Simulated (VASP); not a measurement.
Here is a VASP 6.6.1 calculation.

File POSCAR:

```
Sb2Br
1.0
    0.0000000000      6.0646290000      0.0000000000
    7.4793530000     -3.0323140000      0.0000000000
    3.2384160000      0.0000000000     -6.9132710000
Br Sb
2 4
Direct
    0.8180000000      0.6360000000      0.6310000000
    0.1820000000      0.3640000000      0.3690000000
    0.1450000000      0.2900000000      0.8950000000
    0.8550000000      0.7100000000      0.1050000000
    0.5240000000      0.0480000000      0.7430000000
    0.4760000000      0.9520000000      0.2570000000
```

File INCAR.step1:

```
SYSTEM = Sb2Br
PREC = Accurate
ENCUT = 520
ISMEAR = 1
SIGMA = 0.1739
LREAL = .FALSE.
LASPH = .TRUE.
NELM = 100
NBANDS = 26
GGA = PE
ALGO = Normal
EDIFF = 1E-4
LWAVE = .TRUE.
LCHARG = .FALSE.
```

File INCAR.step2:

```
SYSTEM = Sb2Br
PREC = Accurate
ENCUT = 520
EDIFF = 1E-6
ISMEAR = 1
SIGMA = 0.1739
LREAL = .FALSE.
LASPH = .TRUE.
NELM = 100
ALGO = Normal
ISIF = 2
LWAVE = .FALSE.
LCHARG = .FALSE.
METAGGA = R2SCAN
LMIXTAU = .TRUE.
NBANDS = 26
ISTART = 1
```

File KPOINTS:

```
regular mesh
0
G
  3 3 3
  0 0 0
```

Potentials or basis: VASP PAW PBE potentials, release 64 (Br, Sb).

Command:

```sh
$ cat potpaw_PBE.64/Br/POTCAR potpaw_PBE.64/Sb/POTCAR > POTCAR
$ cp INCAR.step1 INCAR
$ mpirun -np 1 vasp_std > vasp.out
$ cp INCAR.step2 INCAR
$ mpirun -np 1 vasp_std > vasp.out
```

(1) What does it give for the pressure?

(2) Predict the largest force.

(3) Estimate the band gap on the k mesh.

## Answers

(1) -7.1 GPa.

(2) 1.711 eV/Å.

(3) zero (bands 17 and 18 overlap by 0.30 eV).

Caveat: the k points lie up to 0.38 Å⁻¹ apart; the PAW data sets were made with another functional, which shifts forces and pressure a little; spin-orbit coupling is left out, which moves the levels of the heavy elements.
